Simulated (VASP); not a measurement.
Input of a VASP 6.6.1 run:

File POSCAR:

```
AlRu
1.0
    2.8067570265      0.0000000000      0.0000000000
    0.0000000000      2.8067570265      0.0000000000
    0.0000000000      0.0000000000      3.3681084318
Al Ru
1 1
Direct
    0.0000000000      0.0000000000      0.0000000000
    0.5000000000      0.5000000000      0.5000000000
```

Contents of INCAR.step1:

```
SYSTEM = AlRu
ALGO = Normal ; EDIFF = 1E-4
ENCUT = 520 ; GGA = PE
ISMEAR = 0 ; LASPH = .True.
LCHARG = .False. ; LREAL = .False.
LWAVE = .True. ; NBANDS = 16
NELM = 100 ; PREC = Accurate
SIGMA = 0.15
```

INCAR.step2

```
SYSTEM = AlRu
ALGO = Normal ; EDIFF = 1E-7
ENCUT = 520 ; ISIF = 2
ISMEAR = 0 ; ISTART = 1
LASPH = .True. ; LCHARG = .False.
LMIXTAU = .True. ; LREAL = .False.
LWAVE = .False. ; METAGGA = R2SCAN
NBANDS = 16 ; NELM = 100
PREC = Accurate ; SIGMA = 0.15
```

KPOINTS

```
k-points
0
Gamma
  22 22 22
  0 0 0
```

Potentials or basis: VASP PAW PBE potentials, release 64 (Al, Ru_pv).

The run is started by

```console
$ cat potpaw_PBE.64/Al/POTCAR potpaw_PBE.64/Ru_pv/POTCAR > POTCAR
$ cp INCAR.step1 INCAR
$ mpirun -np 1 vasp_std > vasp.out
$ cp INCAR.step2 INCAR
$ mpirun -np 1 vasp_std > vasp.out
```

(1) What does it give for the band gap on the k mesh?

(2) Predict the pressure.

Answers

(1) zero (an odd number of electrons rules out a gap without spin polarisation).

(2) 3.5 GPa.

Caveat: the stress differs along the axes, from -17 to 14 GPa; the PAW data sets were made with another functional, which shifts forces and pressure a little.
